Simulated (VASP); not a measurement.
# FeO (Fm-3m) in VASP: settings compared

FeO is run at these levels: PBEsol, PBE+D4; tasks: single point.

Program: VASP 6.6.1. These are calculated values, not measurements. Logs are shortened: lines on timing, memory, paths and dates and some standing lists are left out, and cuts for length are marked.

## (1) The cell of the first run

The structure is cubic, space group Fm-3m (No. 225). Conventional cell: a = 4.311 Å, b = 4.311 Å, c = 4.311 Å, α = 90.00°, β = 90.00°, γ = 90.00°. Within 2.9 Å of Fe (site symmetry m-3m) lie 6 O at 2.16 Å. Within 2.9 Å of O (site symmetry m-3m) lie 6 Fe at 2.16 Å.

## (2) Single point, PBEsol, collinear spin, ferromagnetic start

Contents of INCAR:

```
PREC = Accurate
ENCUT = 1340
EDIFF = 1E-6
ISMEAR = -1
SIGMA = 0.05
LREAL = F
LASPH = T
NELM = 200
ALGO = Normal
ISIF = 2
LWAVE = F
LCHARG = F
ISPIN = 2
MAGMOM = 3 0
LORBIT = 11
LMAXMIX = 4
GGA = PS
NBANDS = 22
GGA_COMPAT = F
```

Contents of KPOINTS:

```
Automatic mesh
0
Gamma
  9 9 9
```

Contents of POSCAR:

```
FeO
1.0
    0.0000000000      2.1554000000      2.1554000000
    2.1554000000      0.0000000000      2.1554000000
    2.1554000000      2.1554000000      0.0000000000
Fe O
1 1
Direct
    0.0000000000      0.0000000000      0.0000000000
    0.5000000000      0.5000000000      0.5000000000
```

Potentials or basis: VASP PAW PBE potentials, release 64 (Fe_sv, O_h).

Started as:

```bash
$ cat potpaw_PBE.64/Fe_sv/POTCAR potpaw_PBE.64/O_h/POTCAR > POTCAR
$ mpirun -np 1 vasp_std > vasp.out
```

OUTCAR:

```text
PREC = Accurate
   ENCUT = 1340
   EDIFF = 1E-6
   ISMEAR = -1
   LREAL = F
   LASPH = T
   NELM = 200
   ISIF = 2
   ISPIN = 2
   LORBIT = 11
   GGA = PS

 ion  position               nearest neighbor table
   1  0.000  0.000  0.000-
   2  0.500  0.500  0.500-

  LATTYP: Found a face centered cubic cell.
 ALAT       =     4.3108000000

  Lattice vectors:

 A1 = (   0.0000000000,   2.1554000000,   2.1554000000)
 A2 = (   2.1554000000,   0.0000000000,   2.1554000000)
 A3 = (   2.1554000000,   2.1554000000,   0.0000000000)

Analysis of symmetry for initial positions (statically):
=====================================================================
 Subroutine PRICEL returns:
 Original cell was already a primitive cell.

 Routine SETGRP: Setting up the symmetry group for a
 face centered cubic supercell.

 Subroutine GETGRP returns: Found 48 space group operations
 (whereof 48 operations were pure point group operations)
 out of a pool of 48 trial point group operations.

The static configuration has the point symmetry O_h .

Analysis of symmetry for dynamics (positions and initial velocities):
=====================================================================
 Subroutine PRICEL returns:
 Original cell was already a primitive cell.

 Routine SETGRP: Setting up the symmetry group for a
 face centered cubic supercell.

 Subroutine GETGRP returns: Found 48 space group operations
 (whereof 48 operations were pure point group operations)
 out of a pool of 48 trial point group operations.

The dynamic configuration has the point symmetry O_h .

Analysis of structural, dynamic, and magnetic symmetry:
=====================================================================
 Subroutine PRICEL returns:
 Original cell was already a primitive cell.

 Routine SETGRP: Setting up the symmetry group for a
 face centered cubic supercell.

 Subroutine GETGRP returns: Found 48 space group operations
 (whereof 48 operations were pure point group operations)
 out of a pool of 48 trial point group operations.

The overall configuration has the point symmetry O_h .

 Subroutine INISYM returns: Found 48 space group operations
 (whereof 48 operations are pure point group operations),
 and found     1 'primitive' translations

----------------------------------------------------------------------------------------

                                     Primitive cell

  volume of cell :      20.0269

  direct lattice vectors                    reciprocal lattice vectors
     0.000000000  2.155400000  2.155400000    -0.231975503  0.231975503  0.231975503
     2.155400000  0.000000000  2.155400000     0.231975503 -0.231975503  0.231975503
     2.155400000  2.155400000  0.000000000     0.231975503  0.231975503 -0.231975503

  length of vectors
     3.048195912  3.048195912  3.048195912     0.401793358  0.401793358  0.401793358

  position of ions in fractional coordinates (direct lattice)
     0.000000000  0.000000000  0.000000000
     0.500000000  0.500000000  0.500000000

  ion indices of the primitive-cell ions
   primitive index   ion index
                 1           1
                 2           2

----------------------------------------------------------------------------------------

 KPOINTS: Automatic mesh

Automatic generation of k-mesh.
 Grid dimensions read from file:
 generate k-points for:    9    9    9

 Generating k-lattice:

  Cartesian coordinates                     Fractional coordinates (reciprocal lattice)
    -0.025775056  0.025775056  0.025775056     0.111111111  0.000000000  0.000000000
     0.025775056 -0.025775056  0.025775056     0.000000000  0.111111111  0.000000000
     0.025775056  0.025775056 -0.025775056     0.000000000  0.000000000  0.111111111

  Length of vectors
     0.044643706  0.044643706  0.044643706

  Shift w.r.t. Gamma in fractional coordinates (k-lattice)
     0.000000000  0.000000000  0.000000000

 Subroutine IBZKPT returns following result:
 ===========================================

 Found     35 irreducible k-points:

 Following reciprocal coordinates:
            Coordinates               Weight
  0.000000  0.000000  0.000000      1.000000
  0.111111  0.000000  0.000000      8.000000
  0.222222  0.000000  0.000000      8.000000
  0.333333  0.000000  0.000000      8.000000
  0.444444  0.000000  0.000000      8.000000
  0.111111  0.111111  0.000000      6.000000
[... 16 lines left out ...]
 -0.333333  0.333333  0.000000     12.000000
  0.444444  0.444444  0.000000      6.000000
 [... further k-points ...]
   k-points           NKPTS =     35   k-points in BZ     NKDIM =     35   number of bands    NBANDS=     22
   number of dos      NEDOS =    301   number of ions     NIONS =      2
   total plane-waves  NPLWV =  46656
   dimension x,y,z NGX =    36 NGY =   36 NGZ =   36
   dimension x,y,z NGXF=    72 NGYF=   72 NGZF=   72
   ions per type =               1   1
   NGX,Y,Z   is equivalent  to a cutoff of  19.63, 19.63, 19.63 a.u.
   NGXF,Y,Z  is equivalent  to a cutoff of  39.27, 39.27, 39.27 a.u.
 SYSTEM =  unknown system
   PREC   = accura    normal or accurate (medium, high low for compatibility)
   ISTART =      0    job   : 0-new  1-cont  2-samecut
   ICHARG =      2    charge: 1-file 2-atom 10-const
   ISPIN  =      2    spin polarized calculation?
   LNONCOLLINEAR =      F non collinear calculations
   LSORBIT =      F    spin-orbit coupling
   LASPH  =      T    aspherical Exc in radial PAW
   ENCUT  = 1340.0 eV  98.49 Ry    9.92 a.u.   9.10  9.10  9.10*2*pi/ulx,y,z
   NELM   =    200;   NELMIN=  2; NELMDL= -5     # of ELM steps
   EDIFF  = 0.1E-05   stopping-criterion for ELM
   LREAL  =      F    real-space projection
   EDIFFG = 0.1E-04   stopping-criterion for IOM
   NSW    =      0    number of steps for IOM
   IBRION =     -1    ionic relax: 0-MD 1-quasi-New 2-CG
   NFREE  =      0    steps in history (QN), initial steepest desc. (CG)
   ISIF   =      2    stress and relaxation
   ISYM   =      2    0-nonsym 1-usesym 2-fastsym
   POTIM  = 0.5000    time-step for ionic-motion
   TEBEG  =    0.0;   TEEND  =   0.0 temperature during run
   PSTRESS=    0.0 pullay stress
   NELECT =      22.0000    total number of electrons
   NUPDOWN=      -1.0000    fix difference up-down
   EMIN   =  10.00;   EMAX   =-10.00  energy-range for DOS
   EFERMI =   0.00;   METHOD = LEGACY
   ISMEAR =    -1;   SIGMA  =   0.05  broadening in eV -4-tet -1-fermi 0-gaus
   EFERMI_NEDOS =   21; number of points for ismear=-14 and -15
   IALGO  =     38    algorithm
   IMIX   =      4    mixing-type and parameters
     AMIX     =   0.40;   BMIX     =  1.00
     AMIX_MAG =   1.60;   BMIX_MAG =  1.00
  volume/ion in A,a.u.               =      10.01        67.57
  Fermi-wavevector in a.u.,A,eV,Ry     =   1.689187  3.192101 38.822242  2.853354
  Thomas-Fermi vector in A             =   2.771359
   LORBIT       =     11    0 simple, 1 ext, 2 COOP (PROOUT), +10 PAW based schemes
   GGA     = PS    functional components
   LHFCALC =     F    Hartree Fock is set to
   AEXX    =    0.0000 exact exchange contribution
   IVDW    =     0    specifies the selected vdW correction
   LEPSILON=     F    determine dielectric tensor
   LRPA    =     F    only Hartree local field effects (RPA)
 spin polarized calculation
  energy-cutoff  :     1340.00
  volume of cell :       20.03
 maximum number of plane-waves:      2242
   NGX = 19   NGY = 19   NGZ = 19

 number of electron      22.0000004 magnetization       4.0020903

 Free energy of the ion-electron system (eV)
  ---------------------------------------------------
  ext. energy  EPLUGINS =         0.00000000
  ---------------------------------------------------
  free energy    TOTEN  =       -15.95484835 eV

  energy without entropy =      -15.94452439  energy(sigma->0) =      -15.94968637

 E-fermi :  10.0283     XC(G=0): -12.7866

 val. band max:       10.0142475512   @ k =   0.2222   0.1111   0.0000
 cond. band min:      10.1587592486   @ k =   0.3333   0.0000   0.0000
 fundamental gap:      0.1445116974
 Fermi energy:        10.0283450828

 spin component 1

 k-point     1 :       0.0000    0.0000    0.0000
  band No.  band energies     occupation
      1     -79.5568      1.00000
      2     -45.7134      1.00000
      3     -45.7134      1.00000
      4     -45.7134      1.00000
      5     -10.6949      1.00000
      6       6.1438      1.00000
[... 14 lines left out ...]
     21      30.4896      0.00000
     22      33.5123      0.00000

 k-point     2 :       0.1111    0.0000    0.0000
  band No.  band energies     occupation
      1     -79.5561      1.00000
      2     -45.7197      1.00000
      3     -45.7142      1.00000
      4     -45.7142      1.00000
      5     -10.5715      1.00000
      6       4.9788      1.00000
[... 14 lines left out ...]
     21      31.8795      0.00000
     22      35.2935      0.00000

 k-point     3 :       0.2222    0.0000    0.0000
  band No.  band energies     occupation
      1     -79.5545      1.00000
      2     -45.7358      1.00000
      3     -45.7164      1.00000
      4     -45.7164      1.00000
      5     -10.2417      1.00000
      6       3.4140      1.00000
[... 14 lines left out ...]
     21      34.7328      0.00000
     22      37.6801      0.00000
[... 476 lines left out ...]
 k-point    23 :      -0.3333    0.3333    0.0000
  band No.  band energies     occupation
      1     -79.5499      1.00000
      2     -45.7498      1.00000
      3     -45.7486      1.00000
      4     -45.7264      1.00000
      5      -9.4327      1.00000
      6       2.4149      1.00000
[... 14 lines left out ...]
     21      37.1629      0.00000
     22      38.8254      0.00000

 k-point    24 :       0.4444    0.4444    0.0000
  band No.  band energies     occupation
      1     -79.5497      1.00000
      2     -45.7611      1.00000
      3     -45.7330      1.00000
      4     -45.7330      1.00000
      5      -9.5513      1.00000
      6       2.4764      1.00000
[... 14 lines left out ...]
     21      39.6120      0.00000
     22      39.6120      0.00000

 [... further k-points ...]

 spin component 2

 k-point     1 :       0.0000    0.0000    0.0000
  band No.  band energies     occupation
      1     -75.4427      1.00000
      2     -41.6879      1.00000
      3     -41.6879      1.00000
      4     -41.6879      1.00000
      5     -10.1419      1.00000
      6       6.7295      1.00000
[... 14 lines left out ...]
     21      32.0249      0.00000
     22      34.6795      0.00000

 k-point     2 :       0.1111    0.0000    0.0000
  band No.  band energies     occupation
      1     -75.4419      1.00000
      2     -41.6959      1.00000
      3     -41.6890      1.00000
      4     -41.6890      1.00000
      5     -10.0165      1.00000
      6       5.8200      1.00000
[... 14 lines left out ...]
     21      33.1927      0.00000
     22      36.5874      0.00000

 k-point     3 :       0.2222    0.0000    0.0000
  band No.  band energies     occupation
      1     -75.4399      1.00000
      2     -41.7160      1.00000
      3     -41.6915      1.00000
      4     -41.6915      1.00000
      5      -9.6815      1.00000
      6       4.2375      1.00000
[... 14 lines left out ...]
     21      35.6547      0.00000
     22      38.8942      0.00000
[... 476 lines left out ...]
 k-point    23 :      -0.3333    0.3333    0.0000
  band No.  band energies     occupation
      1     -75.4345      1.00000
      2     -41.7333      1.00000
      3     -41.7315      1.00000
      4     -41.7037      1.00000
      5      -8.8386      1.00000
      6       3.2740      1.00000
[... 14 lines left out ...]
     21      37.9991      0.00000
     22      39.8025      0.00000

 k-point    24 :       0.4444    0.4444    0.0000
  band No.  band energies     occupation
      1     -75.4342      1.00000
      2     -41.7472      1.00000
      3     -41.7120      1.00000
      4     -41.7120      1.00000
      5      -8.9457      1.00000
      6       3.0429      1.00000
[... 14 lines left out ...]
     21      39.8566      0.00000
     22      39.8566      0.00000

 [... further k-points ...]

------------------------ aborting loop because EDIFF is reached ----------------------------------------

  FORCE on cell =-STRESS in cart. coord.  units (eV):
  Direction    XX          YY          ZZ          XY          YZ          ZX
  --------------------------------------------------------------------------------------
  -------------------------------------------------------------------------------------
  Total       -1.1539427     -1.1539427     -1.1539427     -0.0000000     -0.0000000     -0.0000000
  in kB      -92.3168950    -92.3168950    -92.3168950     -0.0000000     -0.0000000     -0.0000000
  external PRESSURE =     -92.3168950 kB  Pullay stress =       0.0000000 kB

 VOLUME and BASIS-vectors are now :
 -----------------------------------------------------------------------------
  energy-cutoff  :     1340.00
  volume of cell :       20.03
      direct lattice vectors                 reciprocal lattice vectors
     0.000000000  2.155400000  2.155400000    -0.231975503  0.231975503  0.231975503
     2.155400000  0.000000000  2.155400000     0.231975503 -0.231975503  0.231975503
     2.155400000  2.155400000  0.000000000     0.231975503  0.231975503 -0.231975503

 POSITION                                       TOTAL-FORCE (eV/Angst)
 -----------------------------------------------------------------------------------
      0.00000      0.00000      0.00000        -0.000000     -0.000000     -0.000000
      2.15540      2.15540      2.15540         0.000000      0.000000      0.000000
 -----------------------------------------------------------------------------------
    total drift:                                0.000000      0.000000      0.000000

  FREE ENERGIE OF THE ION-ELECTRON SYSTEM (eV)
  ---------------------------------------------------
  free  energy   TOTEN  =       -15.9548483545 eV

  energy  without entropy=      -15.9445243895  energy(sigma->0) =      -15.94968637

 total charge

# of ion       s       p       d       tot
------------------------------------------
    1        2.104   5.998   5.507  13.609
    2        1.034   2.290   0.000   3.324
--------------------------------------------------
tot          3.138   8.288   5.507  16.933

 magnetization (x)

# of ion       s       p       d       tot
------------------------------------------
    1        0.015   0.010   3.443   3.469
    2        0.029   0.205   0.000   0.234
--------------------------------------------------
tot          0.044   0.215   3.443   3.703
```

Run time: 42 s. Hardware: 1 thread of Intel Xeon 6975P-C (Granite Rapids), shared host; peak memory 0.29 GiB.

Results:

| Quantity | Value |
| --- | --- |
| Free energy | -15.9548 eV |
| Pressure | -9.2 GPa |
| Band gap on the k mesh | zero (filled and empty bands overlap) |
| Net moment | 4.00 μB per cell |
| Site moments | Fe +3.47; O +0.23 μB |
| Valence electrons inside the program's atomic spheres | Fe 13.61; O 3.32 |

Caveat: the cell stands under tension; the PAW data sets were made with another functional, which shifts forces and pressure a little; a cell with one magnetic atom can't hold antiferromagnetic order, which such compounds often take; semilocal functionals often make such compounds metallic where correlation or magnetic order opens a gap, which also shifts bond lengths.

[end of part 1 of 2]

The gap in the log of VASP goes by the Fermi energy; the results here count the filled bands.